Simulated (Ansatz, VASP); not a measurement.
# One calculation of Mn, two programs

```
Mn
1.0
     0.00000    2.37286    2.37286
     2.37286    0.00000    2.37286
     2.37286    2.37286    0.00000
Mn
2
Cartesian
  0.5932 0.5932 0.5932
  4.1525 4.1525 4.1525
```

Alike in both runs: task single point; functional PBE; k mesh 18 × 18 × 18; occupations fermi-dirac, width 0.1 eV; no spin polarisation.

```csv
,VASP,Ansatz
version,VASP 6.6.1,Ansatz 0.2.0
potentials or method,"VASP PAW PBE potentials, release 64 (Mn_pv), cutoff 520 eV","plane waves (420 eV) with PAW, scalar-relativistic"
valence electrons in the cell,26,30
```

VASP gave:

- pressure (GPa): 25.5

Q: What did Ansatz give for the same quantities?

A: Pressure (GPa): 24.2.

VASP's potentials hold 26 valence electrons a cell and Ansatz's 30, so a difference there can come from the potentials and not from the codes.
